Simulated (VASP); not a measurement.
# Cd (Fm-3m) in VASP: notebook

The runs below take Cd through single point, with PBEsol.

Everything below comes from runs of VASP 6.6.1. Logs are shortened: lines on timing, memory, paths and dates and some standing lists are left out, and cuts for length are marked.

**1. The cell of the first run**

It takes space group Fm-3m (No. 225, cubic). Conventional cell: a = 3.848 Å, b = 3.848 Å, c = 3.848 Å, α = 90.00°, β = 90.00°, γ = 90.00°. Cd (site symmetry m-3m) has 12 Cd at 2.72 Å within 3.6 Å.

This isn't the form of Cd at room conditions, which is hcp.

**2. Single point, PBEsol (14.25 Å³/atom)**

The input, INCAR:

```
  PREC = Accurate
  ENCUT = 520
  EDIFF = 1E-6
  ISMEAR = -1
  SIGMA = 0.08
  LREAL = False
  LASPH = True
  NELM = 100
  ALGO = Normal
  ISIF = 2
  LWAVE = False
  LCHARG = False
  GGA = PS
  NBANDS = 12
```

The input, KPOINTS:

```
regular mesh
0
Gamma
  17 17 17
```

The input, POSCAR:

```
Cd
1.0
    0.0000000000      1.9241508252      1.9241508252
    1.9241508252      0.0000000000      1.9241508252
    1.9241508252      1.9241508252      0.0000000000
Cd
1
Direct
    0.0000000000      0.0000000000      0.0000000000
```

Potentials or basis: VASP PAW PBE potentials, release 64 (Cd).

Launch:

```
> cat potpaw_PBE.64/Cd/POTCAR > POTCAR
> mpirun -np 1 vasp_std > vasp.out
```

OUTCAR:

```text
PREC = Accurate
   ENCUT = 520
   EDIFF = 1E-6
   ISMEAR = -1
   LREAL = False
   LASPH = True
   NELM = 100
   ISIF = 2
   GGA = PS

 ion  position               nearest neighbor table
   1  0.000  0.000  0.000-

  LATTYP: Found a face centered cubic cell.
 ALAT       =     3.8483016504

  Lattice vectors:

 A1 = (   0.0000000000,   1.9241508252,   1.9241508252)
 A2 = (   1.9241508252,   0.0000000000,   1.9241508252)
 A3 = (   1.9241508252,   1.9241508252,   0.0000000000)

Analysis of symmetry for initial positions (statically):
=====================================================================
 Subroutine PRICEL returns:
 Original cell was already a primitive cell.

 Routine SETGRP: Setting up the symmetry group for a
 face centered cubic supercell.

 Subroutine GETGRP returns: Found 48 space group operations
 (whereof 48 operations were pure point group operations)
 out of a pool of 48 trial point group operations.

The static configuration has the point symmetry O_h .

Analysis of symmetry for dynamics (positions and initial velocities):
=====================================================================
 Subroutine PRICEL returns:
 Original cell was already a primitive cell.

 Routine SETGRP: Setting up the symmetry group for a
 face centered cubic supercell.

 Subroutine GETGRP returns: Found 48 space group operations
 (whereof 48 operations were pure point group operations)
 out of a pool of 48 trial point group operations.

The dynamic configuration has the point symmetry O_h .

 Subroutine INISYM returns: Found 48 space group operations
 (whereof 48 operations are pure point group operations),
 and found     1 'primitive' translations

----------------------------------------------------------------------------------------

                                     Primitive cell

  volume of cell :      14.2478

  direct lattice vectors                    reciprocal lattice vectors
     0.000000000  1.924150825  1.924150825    -0.259854889  0.259854889  0.259854889
     1.924150825  0.000000000  1.924150825     0.259854889 -0.259854889  0.259854889
     1.924150825  1.924150825  0.000000000     0.259854889  0.259854889 -0.259854889

  length of vectors
     2.721160193  2.721160193  2.721160193     0.450081871  0.450081871  0.450081871

  position of ions in fractional coordinates (direct lattice)
[... 82 lines left out ...]
   NFREE  =      0    steps in history (QN), initial steepest desc. (CG)
   ISIF   =      2    stress and relaxation
   ISYM   =      2    0-nonsym 1-usesym 2-fastsym
   POTIM  = 0.5000    time-step for ionic-motion
   TEBEG  =    0.0;   TEEND  =   0.0 temperature during run
   PSTRESS=    0.0 pullay stress
   NELECT =      12.0000    total number of electrons
   NUPDOWN=      -1.0000    fix difference up-down
   EMIN   =  10.00;   EMAX   =-10.00  energy-range for DOS
   EFERMI =   0.00;   METHOD = LEGACY
   ISMEAR =    -1;   SIGMA  =   0.08  broadening in eV -4-tet -1-fermi 0-gaus
   EFERMI_NEDOS =   21; number of points for ismear=-14 and -15
   IALGO  =     38    algorithm
   IMIX   =      4    mixing-type and parameters
     AMIX     =   0.40;   BMIX     =  1.00
     AMIX_MAG =   1.60;   BMIX_MAG =  1.00
  volume/ion in A,a.u.               =      14.25        96.15
  Fermi-wavevector in a.u.,A,eV,Ry     =   1.546036  2.921584 32.520997  2.390226
  Thomas-Fermi vector in A             =   2.651329
   LORBIT       =      0    0 simple, 1 ext, 2 COOP (PROOUT), +10 PAW based schemes
   GGA     = PS    functional components
   LHFCALC =     F    Hartree Fock is set to
   AEXX    =    0.0000 exact exchange contribution
   IVDW    =     0    specifies the selected vdW correction
   LEPSILON=     F    determine dielectric tensor
   LRPA    =     F    only Hartree local field effects (RPA)
 non-spin polarized calculation
  energy-cutoff  :      520.00
  volume of cell :       14.25
 maximum number of plane-waves:       392
   NGX = 11   NGY = 11   NGZ = 11

 number of electron      12.0000009 magnetization

 Free energy of the ion-electron system (eV)
  ---------------------------------------------------
  ext. energy  EPLUGINS =         0.00000000
  ---------------------------------------------------
  free energy    TOTEN  =        -0.22801269 eV

  energy without entropy =       -0.22156682  energy(sigma->0) =       -0.22478975

 E-fermi :   7.0346     XC(G=0): -13.6234

 val. band max:        7.0031834485   @ k =  -0.3529   0.4118   0.1176
 cond. band min:       7.0927154222   @ k =  -0.4706   0.1765   0.0000
 fundamental gap:      0.0895319737
 Fermi energy:         7.0345939762

 k-point     1 :       0.0000    0.0000    0.0000
  band No.  band energies     occupation
      1      -6.0935      2.00000
      2      -4.2233      2.00000
      3      -4.2233      2.00000
      4      -4.2233      2.00000
      5      -3.1171      2.00000
      6      -3.1171      2.00000
      7      21.7479      0.00000
      8      25.6362      0.00000
      9      25.6362      0.00000
     10      25.6362      0.00000
     11      30.3859      0.00000
     12      30.8086      0.00000
[... 331 lines left out ...]
 k-point    24 :      -0.1176    0.0588    0.0000
  band No.  band energies     occupation
      1      -5.4053      2.00000
      2      -4.3445      2.00000
      3      -4.0481      2.00000
      4      -3.9892      2.00000
      5      -3.2513      2.00000
      6      -3.0400      2.00000
      7      20.2120      0.00000
      8      22.0025      0.00000
      9      24.5919      0.00000
     10      26.6543      0.00000
     11      28.4619      0.00000
     12      30.7273      0.00000

 [... further k-points ...]

------------------------ aborting loop because EDIFF is reached ----------------------------------------

  FORCE on cell =-STRESS in cart. coord.  units (eV):
  Direction    XX          YY          ZZ          XY          YZ          ZX
  --------------------------------------------------------------------------------------
  -------------------------------------------------------------------------------------
  Total        6.1378297      6.1378297      6.1378297     -0.0000000      0.0000000      0.0000000
  in kB      690.2049733    690.2049733    690.2049733     -0.0000000      0.0000000      0.0000000
  external PRESSURE =     690.2049733 kB  Pullay stress =       0.0000000 kB

 VOLUME and BASIS-vectors are now :
 -----------------------------------------------------------------------------
  energy-cutoff  :      520.00
  volume of cell :       14.25
      direct lattice vectors                 reciprocal lattice vectors
     0.000000000  1.924150825  1.924150825    -0.259854889  0.259854889  0.259854889
     1.924150825  0.000000000  1.924150825     0.259854889 -0.259854889  0.259854889
     1.924150825  1.924150825  0.000000000     0.259854889  0.259854889 -0.259854889

 POSITION                                       TOTAL-FORCE (eV/Angst)
 -----------------------------------------------------------------------------------
      0.00000      0.00000      0.00000        -0.000000      0.000000      0.000000
 -----------------------------------------------------------------------------------
    total drift:                                0.000000      0.000000      0.000000

  FREE ENERGIE OF THE ION-ELECTRON SYSTEM (eV)
  ---------------------------------------------------
  free  energy   TOTEN  =        -0.2280126900 eV

  energy  without entropy=       -0.2215668175  energy(sigma->0) =       -0.22478975
```

OSZICAR:

```text
N       E                     dE             d eps       ncg     rms          rms(c)
DAV:   1     0.717409130402E+02    0.71741E+02   -0.73964E+03  4288   0.109E+03
DAV:   2     0.679150179204E+00   -0.71062E+02   -0.68068E+02  4276   0.251E+02
DAV:   3    -0.395352532961E+00   -0.10745E+01   -0.10740E+01  4692   0.344E+01
DAV:   4    -0.396607018632E+00   -0.12545E-02   -0.12545E-02  4456   0.115E+00
DAV:   5    -0.396609126384E+00   -0.21078E-05   -0.21085E-05  4700   0.469E-02    0.107E+01
DAV:   6    -0.252048155947E+00    0.14456E+00   -0.30093E-01  4544   0.787E+00    0.679E+00
DAV:   7    -0.230386217587E+00    0.21662E-01   -0.40713E-02  4640   0.260E+00    0.226E+00
DAV:   8    -0.228002075226E+00    0.23841E-02   -0.38876E-03  4204   0.977E-01    0.125E-01
DAV:   9    -0.228007255196E+00   -0.51800E-05   -0.77660E-06  4716   0.290E-02    0.265E-02
DAV:  10    -0.228012595410E+00   -0.53402E-05   -0.20448E-06  4468   0.157E-02    0.282E-03
DAV:  11    -0.228012689962E+00   -0.94552E-07   -0.50787E-08  2340   0.297E-03
   1 F= -.22801269E+00 E0= -.22478975E+00  d E =-.644587E-02
```

It took 12 s on 1 thread of Intel Xeon Platinum 8488C (Sapphire Rapids), shared host; peak memory 0.14 GiB.

What came out:

- Free energy: -0.2280 eV
- Pressure: 69.0 GPa
- Band gap on the k mesh: zero (bands 6 and 7 overlap by 1.72 eV)

Levels at points of the mesh, in eV from the Fermi level:
```
           k point  band 2  band 3  band 4  band 5  band 6  band 7  band 8  band 9  band 10  band 11
(0.00, 0.00, 0.00)  -11.26  -11.26  -11.26  -10.15  -10.15   14.71   18.60   18.60    18.60    23.35
```

Caveat: the cell stands under pressure; the PAW data sets were made with another functional, which shifts forces and pressure a little.

**3. Single point, PBEsol (14.25 Å³/atom)**

The input, INCAR:

```
SYSTEM = Cd
ALGO = Normal ; EDIFF = 1E-6
ENCUT = 520 ; GGA = PS
ISIF = 2 ; ISMEAR = -1
LASPH = .TRUE. ; LCHARG = .FALSE.
LREAL = .FALSE. ; LWAVE = .FALSE.
NBANDS = 12 ; NELM = 100
PREC = Accurate ; SIGMA = 0.08
```

The input, KPOINTS:

```
k-points
0
G
  17 17 17
  0 0 0
```

POSCAR is that of step 2.

Potentials or basis: VASP PAW PBE potentials, release 64 (Cd).

Launch:

```
> cat potpaw_PBE.64/Cd/POTCAR > POTCAR
> mpirun -np 1 vasp_std > vasp.out
```

Wall time 12 s (1 thread of Intel Xeon Platinum 8488C (Sapphire Rapids), shared host); peak memory 0.14 GiB.

It converged, with:

| Item | Value |
| --- | --- |
| Free energy | -0.2280 eV |
| Pressure | 69.0 GPa |
| Band gap on the k mesh | zero (bands 6 and 7 overlap by 1.72 eV) |

Levels at points of the mesh, in eV from the Fermi level:
```tsv
k point	band 4	band 5	band 6	band 7	band 8	band 9
(0.00, 0.00, 0.00)	-11.26	-10.15	-10.15	14.71	18.60	18.60
```

Caveat: the cell stands under pressure; the PAW data sets were made with another functional, which shifts forces and pressure a little.

**4. Single point, PBEsol (16.34 Å³/atom)**

This run uses another cell than the first one, of 16.34 Å³/atom.

The input, INCAR:

```
SYSTEM = Cd
PREC     = Accurate       ! precision mode
ENCUT    = 520            ! plane-wave cutoff, eV
EDIFF    = 1E-6           ! SCF threshold, eV
ISMEAR   = -1             ! smearing method
SIGMA    = 0.08           ! smearing width, eV
LREAL    = .False.        ! projectors in reciprocal space
LASPH    = .True.         ! aspherical terms in the spheres
NELM     = 60             ! most SCF steps
ALGO     = Normal         ! electronic algorithm
ISIF     = 2              ! what is computed and relaxed
LWAVE    = .False.        ! write WAVECAR
LCHARG   = .False.        ! write CHGCAR
GGA      = PS             ! functional
NBANDS   = 12             ! bands
```

The input, KPOINTS:

```
regular mesh
0
Gamma
  17 17 17
  0 0 0
```

The input, POSCAR:

```
Cd
1.0
    0.0000000000      2.0141926554      2.0141926554
    2.0141926554      0.0000000000      2.0141926554
    2.0141926554      2.0141926554      0.0000000000
Cd
1
Direct
    0.0000000000      0.0000000000      0.0000000000
```

Potentials or basis: VASP PAW PBE potentials, release 64 (Cd).

Launch:

```
> cat potpaw_PBE.64/Cd/POTCAR > POTCAR
> mpirun -np 1 vasp_std > vasp.out
```

OUTCAR:

```text
SYSTEM = Cd
   PREC = Accurate
   ENCUT = 520
   EDIFF = 1E-6
   ISMEAR = -1
   LREAL = .False.
   LASPH = .True.
   NELM = 60
   ISIF = 2
   GGA = PS

 ion  position               nearest neighbor table
   1  0.000  0.000  0.000-

  LATTYP: Found a face centered cubic cell.
 ALAT       =     4.0283853108

  Lattice vectors:

 A1 = (   0.0000000000,   2.0141926554,   2.0141926554)
 A2 = (   2.0141926554,   0.0000000000,   2.0141926554)
 A3 = (   2.0141926554,   2.0141926554,   0.0000000000)

Analysis of symmetry for initial positions (statically):
=====================================================================
 Subroutine PRICEL returns:
 Original cell was already a primitive cell.

 Routine SETGRP: Setting up the symmetry group for a
 face centered cubic supercell.

 Subroutine GETGRP returns: Found 48 space group operations
 (whereof 48 operations were pure point group operations)
 out of a pool of 48 trial point group operations.

The static configuration has the point symmetry O_h .

Analysis of symmetry for dynamics (positions and initial velocities):
[... 166 lines left out ...]
      1      -6.1685      2.00000
      2      -4.9912      2.00000
      3      -4.9912      2.00000
      4      -4.9912      2.00000
      5      -4.1487      2.00000
      6      -4.1487      2.00000
      7      19.9385      0.00000
      8      22.8860      0.00000
      9      22.8860      0.00000
     10      22.8860      0.00000
     11      27.2045      0.00000
     12      27.2045      0.00000
[... 331 lines left out ...]
 k-point    24 :      -0.1176    0.0588    0.0000
  band No.  band energies     occupation
      1      -5.5939      2.00000
      2      -5.0568      2.00000
      3      -4.8552      2.00000
      4      -4.7817      2.00000
      5      -4.2466      2.00000
      6      -4.0790      2.00000
      7      17.7545      0.00000
      8      19.5962      0.00000
      9      21.9678      0.00000
     10      23.7112      0.00000
     11      25.5184      0.00000
     12      27.2938      0.00000

 [... further k-points ...]

------------------------ aborting loop because EDIFF is reached ----------------------------------------

  FORCE on cell =-STRESS in cart. coord.  units (eV):
  Direction    XX          YY          ZZ          XY          YZ          ZX
  --------------------------------------------------------------------------------------
  -------------------------------------------------------------------------------------
  Total        3.1148501      3.1148501      3.1148501      0.0000000     -0.0000000     -0.0000000
  in kB      305.3618080    305.3618080    305.3618080      0.0000000     -0.0000000     -0.0000000
  external PRESSURE =     305.3618080 kB  Pullay stress =       0.0000000 kB

 VOLUME and BASIS-vectors are now :
 -----------------------------------------------------------------------------
  energy-cutoff  :      520.00
  volume of cell :       16.34
      direct lattice vectors                 reciprocal lattice vectors
     0.000000000  2.014192655  2.014192655    -0.248238419  0.248238419  0.248238419
     2.014192655  0.000000000  2.014192655     0.248238419 -0.248238419  0.248238419
     2.014192655  2.014192655  0.000000000     0.248238419  0.248238419 -0.248238419

 POSITION                                       TOTAL-FORCE (eV/Angst)
 -----------------------------------------------------------------------------------
      0.00000      0.00000      0.00000        -0.000000      0.000000      0.000000
 -----------------------------------------------------------------------------------
    total drift:                                0.000000      0.000000     -0.000000

  FREE ENERGIE OF THE ION-ELECTRON SYSTEM (eV)
  ---------------------------------------------------
  free  energy   TOTEN  =        -0.8491022809 eV

  energy  without entropy=       -0.8418389914  energy(sigma->0) =       -0.84547064
```

OSZICAR:

```text
N       E                     dE             d eps       ncg     rms          rms(c)
DAV:   1     0.690648489019E+02    0.69065E+02   -0.72968E+03  4336   0.106E+03
DAV:   2     0.151485085302E+00   -0.68913E+02   -0.65203E+02  4360   0.245E+02
DAV:   3    -0.985242200911E+00   -0.11367E+01   -0.11360E+01  4736   0.348E+01
DAV:   4    -0.986623542087E+00   -0.13813E-02   -0.13813E-02  4444   0.119E+00
DAV:   5    -0.986626029258E+00   -0.24872E-05   -0.24880E-05  4716   0.503E-02    0.701E+00
DAV:   6    -0.864132604180E+00    0.12249E+00   -0.28963E-01  4568   0.747E+00    0.477E+00
DAV:   7    -0.850898115227E+00    0.13234E-01   -0.26597E-02  4624   0.197E+00    0.203E+00
DAV:   8    -0.849091682518E+00    0.18064E-02   -0.23117E-03  4272   0.726E-01    0.978E-02
DAV:   9    -0.849096002824E+00   -0.43203E-05   -0.37872E-06  4692   0.194E-02    0.297E-02
DAV:  10    -0.849102278206E+00   -0.62754E-05   -0.27212E-06  4400   0.192E-02    0.295E-03
DAV:  11    -0.849102280890E+00   -0.26844E-08   -0.51513E-08  2316   0.305E-03
   1 F= -.84910228E+00 E0= -.84547064E+00  d E =-.726329E-02
```

It took 13 s on 1 thread of Intel Xeon Platinum 8488C (Sapphire Rapids), shared host; peak memory 0.15 GiB.

What came out:

```yaml
Free_energy: -0.8491 eV
Pressure: 30.5 GPa
Band_gap_on_the_k_mesh: zero (bands 6 and 7 overlap by 1.99 eV)
```

Caveat: the cell stands under pressure; the PAW data sets were made with another functional, which shifts forces and pressure a little.

The gap in the log of VASP goes by the Fermi energy; the results here count the filled bands.